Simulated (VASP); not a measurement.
# In (P6_3/mmc) in VASP: further runs, part 2 of 2

VASP 6.6.1.

## Step 7: Relaxation of cell and atoms, revPBE

This run uses another cell than the first one, of 26.14 Å³/atom.

Contents of INCAR:

```
  ALGO = Normal
  EDIFF = 1E-7
  EDIFFG = -0.01
  ENCUT = 600
  GGA = RE
  IBRION = 2
  ISIF = 3
  ISMEAR = -1
  LASPH = T
  LCHARG = F
  LREAL = F
  LWAVE = F
  NELM = 60
  NSW = 80
  PREC = Accurate
  SIGMA = 0.1
```

Contents of KPOINTS:

```
k-points
0
Gamma
  11 11 6
```

Contents of POSCAR:

```
In
1.0
    3.3313943041      0.0000000000      0.0000000000
   -1.6656971520      2.8850720974      0.0000000000
    0.0000000000      0.0000000000      5.4401668986
In
2
Direct
    0.3333333333      0.6666666667      0.2500000000
    0.6666666667      0.3333333333      0.7500000000
```

Potentials or basis: VASP PAW PBE potentials, release 64 (In_d).

On the command line:

```console
cat potpaw_PBE.64/In_d/POTCAR > POTCAR
mpirun -np 1 vasp_std > vasp.out
```

OUTCAR:

```text
EDIFF = 1E-7
   EDIFFG = -0.01
   ENCUT = 600
   GGA = RE
   IBRION = 2
   ISIF = 3
   ISMEAR = -1
   LASPH = T
   LREAL = F
   NELM = 60
   NSW = 80
   PREC = Accurate

 ion  position               nearest neighbor table
   1  0.333  0.667  0.250-   2 3.33   2 3.33   2 3.33   2 3.33   2 3.33   2 3.33
   2  0.667  0.333  0.750-   1 3.33   1 3.33   1 3.33   1 3.33   1 3.33   1 3.33

  LATTYP: Found a hexagonal cell.
 ALAT       =     3.3313943041
 C/A-ratio  =     1.6330000000

  Lattice vectors:

 A1 = (   3.3313943041,   0.0000000000,   0.0000000000)
 A2 = (  -1.6656971520,   2.8850720974,   0.0000000000)
 A3 = (   0.0000000000,   0.0000000000,   5.4401668986)

Analysis of symmetry for initial positions (statically):
=====================================================================
 Subroutine PRICEL returns:
 Original cell was already a primitive cell.

 Routine SETGRP: Setting up the symmetry group for a
 hexagonal supercell.

 Subroutine GETGRP returns: Found 24 space group operations
 (whereof 12 operations were pure point group operations)
 out of a pool of 24 trial point group operations.

The static configuration has the point symmetry D_3d.
 The point group associated with its full space group is D_6h.

Analysis of symmetry for dynamics (positions and initial velocities):
=====================================================================
 Subroutine PRICEL returns:
 Original cell was already a primitive cell.

 Routine SETGRP: Setting up the symmetry group for a
 hexagonal supercell.

 Subroutine GETGRP returns: Found 24 space group operations
 (whereof 12 operations were pure point group operations)
 out of a pool of 24 trial point group operations.

The dynamic configuration has the point symmetry D_3d.
 The point group associated with its full space group is D_6h.

 Subroutine INISYM returns: Found 24 space group operations
 (whereof 12 operations are pure point group operations),
 and found     1 'primitive' translations

----------------------------------------------------------------------------------------

                                     Primitive cell

  volume of cell :      52.2871

  direct lattice vectors                    reciprocal lattice vectors
     3.331394304  0.000000000  0.000000000     0.300174614  0.173305894  0.000000000
    -1.665697152  2.885072097  0.000000000     0.000000000  0.346611789  0.000000000
     0.000000000  0.000000000  5.440166899     0.000000000  0.000000000  0.183817890

  length of vectors
     3.331394304  3.331394304  5.440166899     0.346611789  0.346611789  0.183817890

  position of ions in fractional coordinates (direct lattice)
     0.333333333  0.666666667  0.250000000
     0.666666667  0.333333333  0.750000000

  ion indices of the primitive-cell ions
   primitive index   ion index
                 1           1
                 2           2

----------------------------------------------------------------------------------------

 KPOINTS: k-points

Automatic generation of k-mesh.
 Grid dimensions read from file:
 generate k-points for:   11   11    6

 Generating k-lattice:

  Cartesian coordinates                     Fractional coordinates (reciprocal lattice)
     0.027288601  0.015755081  0.000000000     0.090909091 -0.000000000  0.000000000
     0.000000000  0.031510163  0.000000000     0.000000000  0.090909091  0.000000000
     0.000000000  0.000000000  0.030636315     0.000000000  0.000000000  0.166666667

  Length of vectors
     0.031510163  0.031510163  0.030636315

  Shift w.r.t. Gamma in fractional coordinates (k-lattice)
     0.000000000  0.000000000  0.000000000

 Subroutine IBZKPT returns following result:
 ===========================================

 Found     64 irreducible k-points:

 Following reciprocal coordinates:
            Coordinates               Weight
  0.000000  0.000000  0.000000      1.000000
  0.090909 -0.000000  0.000000      6.000000
  0.181818  0.000000  0.000000      6.000000
  0.272727  0.000000  0.000000      6.000000
  0.363636  0.000000  0.000000      6.000000
  0.454545  0.000000  0.000000      6.000000
[... 16 lines left out ...]
  0.090909  0.090909  0.166667     12.000000
  0.181818  0.090909  0.166667     24.000000
 [... further k-points ...]
   k-points           NKPTS =     64   k-points in BZ     NKDIM =     64   number of bands    NBANDS=     17
   number of dos      NEDOS =    301   number of ions     NIONS =      2
   total plane-waves  NPLWV =  37632
   dimension x,y,z NGX =    28 NGY =   28 NGZ =   48
   dimension x,y,z NGXF=    56 NGYF=   56 NGZF=   96
   ions per type =               2
   NGX,Y,Z   is equivalent  to a cutoff of  13.97, 13.97, 14.67 a.u.
   NGXF,Y,Z  is equivalent  to a cutoff of  27.95, 27.95, 29.34 a.u.
 SYSTEM =  unknown system
   PREC   = accura    normal or accurate (medium, high low for compatibility)
   ISTART =      0    job   : 0-new  1-cont  2-samecut
   ICHARG =      2    charge: 1-file 2-atom 10-const
   ISPIN  =      1    spin polarized calculation?
   LNONCOLLINEAR =      F non collinear calculations
   LSORBIT =      F    spin-orbit coupling
   LASPH  =      T    aspherical Exc in radial PAW
   ENCUT  =  600.0 eV  44.10 Ry    6.64 a.u.   6.65  6.65 10.87*2*pi/ulx,y,z
   NELM   =     60;   NELMIN=  2; NELMDL= -5     # of ELM steps
   EDIFF  = 0.1E-06   stopping-criterion for ELM
   LREAL  =      F    real-space projection
   EDIFFG = -.1E-01   stopping-criterion for IOM
   NSW    =     80    number of steps for IOM
   IBRION =      2    ionic relax: 0-MD 1-quasi-New 2-CG
   NFREE  =      1    steps in history (QN), initial steepest desc. (CG)
   ISIF   =      3    stress and relaxation
   ISYM   =      2    0-nonsym 1-usesym 2-fastsym
   POTIM  = 0.5000    time-step for ionic-motion
   TEBEG  =    0.0;   TEEND  =   0.0 temperature during run
   PSTRESS=    0.0 pullay stress
   NELECT =      26.0000    total number of electrons
   NUPDOWN=      -1.0000    fix difference up-down
   EMIN   =  10.00;   EMAX   =-10.00  energy-range for DOS
   EFERMI =   0.00;   METHOD = LEGACY
   ISMEAR =    -1;   SIGMA  =   0.10  broadening in eV -4-tet -1-fermi 0-gaus
   EFERMI_NEDOS =   21; number of points for ismear=-14 and -15
   IALGO  =     38    algorithm
   IMIX   =      4    mixing-type and parameters
     AMIX     =   0.40;   BMIX     =  1.00
     AMIX_MAG =   1.60;   BMIX_MAG =  1.00
  volume/ion in A,a.u.               =      26.14       176.43
  Fermi-wavevector in a.u.,A,eV,Ry     =   1.296983  2.450943 22.887245  1.682165
  Thomas-Fermi vector in A             =   2.428405
   LORBIT       =      0    0 simple, 1 ext, 2 COOP (PROOUT), +10 PAW based schemes
   GGA     = RE    functional components
   LHFCALC =     F    Hartree Fock is set to
   AEXX    =    0.0000 exact exchange contribution
   IVDW    =     0    specifies the selected vdW correction
   LEPSILON=     F    determine dielectric tensor
   LRPA    =     F    only Hartree local field effects (RPA)
 conjugate gradient relaxation of ions
 non-spin polarized calculation
  energy-cutoff  :      600.00
  volume of cell :       52.29
 maximum number of plane-waves:      1768
 NGX is ok and might be reduce to    28
   NGX = 13   NGY = 13   NGZ = 21

--------------------------------------- Ionic step        1  -------------------------------------------

 number of electron      26.0000002 magnetization

 Free energy of the ion-electron system (eV)
  ---------------------------------------------------
  ext. energy  EPLUGINS =         0.00000000
  ---------------------------------------------------
  free energy    TOTEN  =        -4.48807632 eV

  energy without entropy =       -4.45893456  energy(sigma->0) =       -4.47350544

 E-fermi :   7.6420     XC(G=0): -10.1888

 val. band max:        7.6154374728   @ k =   0.3636   0.0000   0.5000
 cond. band min:       7.6441943101   @ k =   0.2727   0.0909   0.0000
 fundamental gap:      0.0287568373
 Fermi energy:         7.6419562359

 k-point     1 :       0.0000    0.0000    0.0000
  band No.  band energies     occupation
      1      -7.1131      2.00000
      2      -7.0467      2.00000
      3      -7.0194      2.00000
      4      -7.0194      2.00000
      5      -6.9905      2.00000
      6      -6.9905      2.00000
[... 9 lines left out ...]
     16      17.8514      0.00000
     17      17.8514      0.00000
[... 637 lines left out ...]
  energy  without entropy=       -4.5062275056  energy(sigma->0) =       -4.52153842

--------------------------------------- Ionic step        6  -------------------------------------------

 number of electron      25.9999994 magnetization

 Free energy of the ion-electron system (eV)
  ---------------------------------------------------
  ext. energy  EPLUGINS =         0.00000000
  ---------------------------------------------------
  free energy    TOTEN  =        -4.53688190 eV

  energy without entropy =       -4.50626728  energy(sigma->0) =       -4.52157459

 E-fermi :   6.6600     XC(G=0):  -9.7685

 val. band max:        6.6555820525   @ k =   0.2727   0.1818   0.0000
 cond. band min:       6.6829395535   @ k =   0.3636   0.0909   0.3333
 fundamental gap:      0.0273575010
 Fermi energy:         6.6600442250

 k-point     1 :       0.0000    0.0000    0.0000
  band No.  band energies     occupation
      1      -7.9764      2.00000
      2      -7.9333      2.00000
      3      -7.9135      2.00000
      4      -7.9135      2.00000
      5      -7.8913      2.00000
      6      -7.8913      2.00000
[... 9 lines left out ...]
     16      16.1018      0.00000
     17      16.1018      0.00000
[... 489 lines left out ...]
  FREE ENERGIE OF THE ION-ELECTRON SYSTEM (eV)
  ---------------------------------------------------
  free  energy   TOTEN  =        -4.5368818991 eV

  energy  without entropy=       -4.5062672836  energy(sigma->0) =       -4.52157459

 reached required accuracy - stopping structural energy minimisation
```

It took 5.5 min on 1 thread of Intel Xeon 8259CL, shared host; peak memory 0.23 GiB.

What came out:

- Free energy: -4.5369 eV
- Relaxed volume: 28.59 Å³/atom
- Relaxed cell: a = 3.438 Å, b = 3.438 Å, c = 5.584 Å, α = 90.00°, β = 90.00°, γ = 120.00°
- Space group after relaxing (to 0.1 Å): P6_3/mmc (No. 194)
- Energy gained by relaxing: 24.4 meV/atom
- Ionic steps: 6
- Pressure after relaxing: 0.0 GPa
- Band gap on the k mesh: zero (bands 13 and 14 overlap by 5.66 eV)

The path:
```
step  energy change (eV)  largest force (eV/Å)  pressure (GPa)  volume (Å³)
   1              0.0000                0.0000            3.47        52.29
   2             -0.0482                0.0000            0.29        56.69
   3             -0.0487                0.0000           -0.03        57.28
   4             -0.0487                0.0000            0.02        57.18
   5             -0.0488                0.0000            0.03        57.18
   6             -0.0488                0.0000            0.03        57.17
```

Final structure:
```
In
1.0
     3.43845    0.00000    0.00000
    -1.71922    2.97778    0.00000
     0.00000    0.00000    5.58396
In
2
Direct
  0.33333 0.66667 0.25000
  0.66667 0.33333 0.75000
```

Levels at points of the mesh, in eV from the Fermi level:
```csv
k point,band 10,band 11,band 12,band 13,band 14,band 15,band 16,band 17
"(0.00, 0.00, 0.00)",-14.35,-8.95,-4.20,-3.00,7.70,7.70,9.44,9.44
"(0.00, 0.00, 0.50)",-14.41,-7.65,-7.65,2.99,2.99,8.66,8.66,8.66
```

Caveat: the PAW data sets were made with another functional, which shifts forces and pressure a little; spin-orbit coupling is left out, which moves the levels of the heavy elements.

## Step 8: Summary

```csv
task,cell,k mesh,cutoff (eV),gap on the mesh (eV),pressure (GPa)
single point,"a = 3.441, b = 3.441, c = 5.586 Å, angles 90.0, 90.0, 120.0°, 2 atoms",12 × 12 × 7,520,none,0.0
single point,"a = 3.487, b = 3.487, c = 5.659 Å, angles 90.0, 90.0, 120.0°, 2 atoms",12 × 12 × 7,520,none,-1.1
single point,"a = 3.531, b = 3.531, c = 5.731 Å, angles 90.0, 90.0, 120.0°, 2 atoms",12 × 12 × 7,520,none,-2.0
single point,"a = 3.574, b = 3.574, c = 5.801 Å, angles 90.0, 90.0, 120.0°, 2 atoms",12 × 12 × 7,520,none,-2.6
single point,"a = 3.441, b = 3.441, c = 5.586 Å, angles 90.0, 90.0, 120.0°, 2 atoms",17 × 17 × 9,520,none,0.0
relaxation of cell and atoms,"relaxed from a = 3.331, b = 3.331, c = 5.440 Å, angles 90.0, 90.0, 120.0°, 2 atoms",11 × 11 × 6,600,none,0.0
```

Alike in all rows: level revPBE; potentials or basis VASP PAW PBE potentials, release 64 (In_d); no spin polarisation; smearing fermi-dirac 0.1 eV.

Caveats: the PAW data sets were made with another functional, which shifts forces and pressure a little; spin-orbit coupling is left out, which moves the levels of the heavy elements.

Total energies depend on the potentials used, so only differences within one code and one set of settings carry meaning.
